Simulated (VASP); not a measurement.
PbS (Galena), 2 atoms in the cell. The structure is cubic, space group Fm-3m (No. 225). Conventional cell: a = 5.931 Å, b = 5.931 Å, c = 5.931 Å, α = 90.00°, β = 90.00°, γ = 90.00°. Pb (site symmetry m-3m) has 6 S at 2.97 Å within 3.9 Å. S (site symmetry m-3m) has 6 Pb at 2.97 Å within 3.9 Å. 

- Program: VASP 6.6.1
- Task: single point
- Functional: LDA
- Potentials or basis: VASP PAW LDA potentials, release 64 (Pb_d, S)
- Cutoff: 500 eV
- k mesh: 4 × 4 × 4
- Occupations: gaussian, width 0.01 eV
- Spin: no spin polarisation
- Dipole correction: no
- Further INCAR settings: ALGO = Normal; EDIFF = 1e-06; NBANDS = 17

Potentials or basis: VASP PAW LDA potentials, release 64 (Pb_d, S).

Run with:

```sh
$ cat potpaw_LDA.64/Pb_d/POTCAR potpaw_LDA.64/S/POTCAR > POTCAR
$ mpirun -np 1 vasp_std > vasp.out
```

Hardware: 1 thread of Intel(R) Xeon(R) Platinum 8559C (Emerald Rapids) (shared host).

Q: Estimate the wall time of this run.

A: Wall time 3 s on 1 thread of Intel(R) Xeon(R) Platinum 8559C (Emerald Rapids) (shared host), peak memory 0.15 GiB. Counts: scf iterations 12, k points 8.
